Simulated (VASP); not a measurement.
Write the native input for VASP 6.6.1 that does the following.

```
Task                   : single point
Functional             : PBE
Potentials or basis    : VASP PAW PBE potentials, release 64 (Rb_sv, H)
Cutoff                 : 520 eV
k mesh                 : 6 × 6 × 4
Occupations            : gaussian, width 0.02 eV
Spin                   : no spin polarisation
Dipole correction      : no
Further INCAR settings : ALGO = Normal; EDIFF = 1e-06; NBANDS = 20
```

The structure of RbH2 lies in POSCAR:

```
RbH2
1.0
    4.1129455582      0.0180077325      0.0078705510
    2.0365306896      4.2619174733      0.0130122224
    2.0335064870      0.6939900085      7.2759797225
Rb H
2 4
Direct
    0.3349008003      0.6268004685      0.8780129720
    0.2732746964      0.2301710359      0.3973420877
    0.9591564375      0.1910136178      0.0661229551
    0.7299810211      0.5461999121      0.1672932587
    0.6268367655      0.7121861213      0.2059488025
    0.8815508470      0.8198676843      0.5911422172
```

The cell was built from a structure type or drawn by symmetry, and may not be a known phase.

The input as run:

INCAR

```
ALGO     = Normal         # electronic algorithm
EDIFF    = 1E-6           # SCF threshold, eV
ENCUT    = 520            # plane-wave cutoff, eV
GGA      = PE             # functional
ISIF     = 2              # what is computed and relaxed
ISMEAR   = 0              # smearing method
LASPH    = True           # aspherical terms in the spheres
LCHARG   = False          # write CHGCAR
LREAL    = False          # projectors in reciprocal space
LWAVE    = False          # write WAVECAR
NBANDS   = 20             # bands
NELM     = 80             # most SCF steps
PREC     = Accurate       # precision mode
SIGMA    = 0.02           # smearing width, eV
```

KPOINTS

```
k-points
0
Gamma
  6 6 4
```

Potentials or basis: VASP PAW PBE potentials, release 64 (Rb_sv, H).

Command:

```console
$ cat potpaw_PBE.64/Rb_sv/POTCAR potpaw_PBE.64/H/POTCAR > POTCAR
$ mpirun -np 1 vasp_std > vasp.out
```

Results of the run:

```yaml
Pressure: 0.0 GPa
Largest_force: 0.013 eV/Å
Band_gap_on_the_k_mesh: 3.15 eV (least direct gap 3.42 eV)
```

Run time: 3.1 min on 1 thread of Oxide Virtual Turin-like Processor (shared host), peak memory 0.3 GiB.
